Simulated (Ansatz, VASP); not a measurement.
**Au: VASP beside Ansatz**

```xyz
1
Lattice="0.0000 2.0831 2.0831 2.0831 0.0000 2.0831 2.0831 2.0831 0.0000" Properties=species:S:1:pos:R:3 pbc="T T T"
Au    0.0000    0.0000    0.0000
```

Alike in both runs: task relaxation of cell and atoms; functional PBE; k mesh 18 × 18 × 18; occupations gaussian, width 0.1 eV; no spin polarisation.

|  | VASP | Ansatz |
| --- | --- | --- |
| version | VASP 6.6.1 | Ansatz 0.2.0 |
| potentials or method | VASP PAW PBE potentials, release 64 (Au), cutoff 600 eV | scalar-relativistic, plane waves, PAW |
| valence electrons in the cell | 11 | 19 |

Ansatz gave:

* gap on the k mesh at the Fermi level, each at its own relaxed structure (eV): none
* relaxed volume (Å³/atom): 17.97
* relaxed cell length with the largest relative difference (Å): 2.940

Problem. Which values does VASP return?

Solution. gap on the k mesh at the Fermi level, each at its own relaxed structure (eV): none; relaxed volume (Å³/atom): 17.95; relaxed cell length with the largest relative difference (Å): 2.939.

A gap of «none» marks a metal or a gap that the smearing closes. VASP's potentials hold 11 valence electrons a cell and Ansatz's 19, so a difference there can come from the potentials and not from the codes.

Spin-orbit coupling is off throughout.
